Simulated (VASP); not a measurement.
Input of a VASP 6.6.1 run:

File POSCAR:

```
Ba
1.0
    2.9337871490      0.0000000000      0.0000000000
    0.0000000000      2.9337871490      0.0000000000
    0.0000000000      0.0000000000      2.9337871490
Ba
1
Direct
    0.0000000000      0.0000000000      0.0000000000
```

File INCAR.step1:

```
PREC = Accurate
ENCUT = 520
ISMEAR = -1
SIGMA = 0.05
LREAL = False
LASPH = True
NELM = 80
NBANDS = 11
GGA = PE
ALGO = Normal
EDIFF = 1E-4
LWAVE = True
LCHARG = False
```

The input INCAR.step2:

```
PREC = Accurate
ENCUT = 520
EDIFF = 1E-7
ISMEAR = -1
SIGMA = 0.05
LREAL = False
LASPH = True
NELM = 80
ALGO = Normal
ISIF = 2
LWAVE = False
LCHARG = True
METAGGA = R2SCAN
LMIXTAU = True
LELF = True
LVHAR = True
NBANDS = 11
ISTART = 1
```

File KPOINTS:

```
regular mesh
0
Gamma
  7 7 7
```

Potentials or basis: VASP PAW PBE potentials, release 64 (Ba_sv).

Run with:

```sh
$ cat potpaw_PBE.64/Ba_sv/POTCAR > POTCAR
$ cp INCAR.step1 INCAR
$ mpirun -np 1 vasp_std > vasp.out
$ cp INCAR.step2 INCAR
$ mpirun -np 1 vasp_std > vasp.out
```

Question: What does it give for the band gap on the k mesh?

Answer: Zero (band 5 reaches 7.65 eV, above the bottom of band 6 at 4.90 eV).

Question: Estimate the pressure.

Answer: 38.0 GPa.

Caveat: the PAW data sets were made with another functional, which shifts forces and pressure a little; spin-orbit coupling is left out, which moves the levels of the heavy elements.
